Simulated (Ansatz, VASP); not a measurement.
## HfN: VASP beside Ansatz

File INCAR:

```
PREC     = Accurate       # precision mode
ENCUT    = 520            # plane-wave cutoff, eV
EDIFF    = 1E-6           # SCF threshold, eV
ISMEAR   = 0              # smearing method
SIGMA    = 0.15           # smearing width, eV
LREAL    = F              # projectors in reciprocal space
LASPH    = T              # aspherical terms in the spheres
NELM     = 100            # most SCF steps
ALGO     = Normal         # electronic algorithm
ISIF     = 2              # what is computed and relaxed
LWAVE    = F              # write WAVECAR
LCHARG   = F              # write CHGCAR
GGA      = PE             # functional
NBANDS   = 14             # bands
```

File KPOINTS:

```
Automatic mesh
0
Gamma
  20 20 20
```

File POSCAR:

```
HfN
1.0
   -0.9487205506      1.8974411011      1.8974411011
    1.8974411011     -0.9487205506      1.8974411011
    1.8974411011      1.8974411011     -0.9487205506
Hf N
1 1
Direct
    0.0000000000      0.0000000000      0.0000000000
    0.5000000000      0.5000000000      0.5000000000
```

Input for Ansatz:

```yaml
crystal:
  lattice:
    - [-0.9487205506, 1.8974411011, 1.8974411011]
    - [1.8974411011, -0.9487205506, 1.8974411011]
    - [1.8974411011, 1.8974411011, -0.9487205506]
  atoms:
    - { symbol: Hf, position: [0.0, 0.0, 0.0] }
    - { symbol: "N", position: [0.5, 0.5, 0.5] }
basis:
  ecutwfc: 420
kpoints:
  mp_grid: { grid: [20, 20, 20] }
hamiltonian:
  xc: pbe
scf:
  occupations: { method: gaussian, width: 0.15 }
output:
  forces: true
  stress: true
  eigenvalues: true
```

Alike in both runs: task single point; functional PBE; k mesh 20 × 20 × 20; occupations gaussian, width 0.15 eV; no spin polarisation.

|  | VASP | Ansatz |
| --- | --- | --- |
| version | VASP 6.6.1 | Ansatz 0.2.0 |
| potentials or method | VASP PAW PBE potentials, release 64 (Hf_pv, N), cutoff 520 eV | scalar-relativistic, plane waves, PAW |
| valence electrons in the cell | 15 | 31 |

Ansatz gave:

```
gap on the k mesh at the Fermi level (eV) : none
pressure (GPa)                            : -5.0
```

Problem. Estimate VASP's values.

Solution. gap on the k mesh at the Fermi level (eV): none; pressure (GPa): -7.4.

A gap of «none» marks a metal or a gap that the smearing closes. The functional is the same, so the differences come from potentials, cutoffs and numerics. VASP's potentials hold 15 valence electrons a cell and Ansatz's 31, so a difference there can come from the potentials and not from the codes.

Neither program's run includes spin-orbit coupling.
